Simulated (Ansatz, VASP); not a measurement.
One calculation of Si, two programs

```
Si
1.0
     3.91510    0.00000    0.00000
     0.00000    3.91510    0.00000
     0.00000    0.00000    3.90548
Si
3
Direct
  0.00000 0.50000 0.39895
  0.50000 0.00000 0.39895
  0.00000 0.00000 0.55834
```

Alike in both runs: task relaxation of cell and atoms; functional PBE; k mesh 4 × 4 × 4; occupations gaussian, width 0.1 eV; no spin polarisation.

```csv
,VASP,Ansatz
version,VASP 6.6.1,Ansatz 0.2.0
potentials or method,"VASP PAW PBE potentials, release 64 (Si), cutoff 600 eV","scalar-relativistic, plane waves, PAW"
valence electrons in the cell,12,12
```

```tsv
	VASP	Ansatz	Ansatz less VASP
gap on the k mesh at the Fermi level, each at its own relaxed structure (eV)	none	none	-
relaxed volume (Å³/atom)	16.52	16.60	+0.081
relaxed length of the cell vector where the two differ most in proportion (Å)	3.424	3.463	+0.0386
```

A gap of «none» marks a metal or a gap that the smearing closes.

The k mesh is coarse, so the values compare programs but aren't converged. Noted on VASP's run: the volume moved by over 15 % at a fixed basis, so the end points are rough.
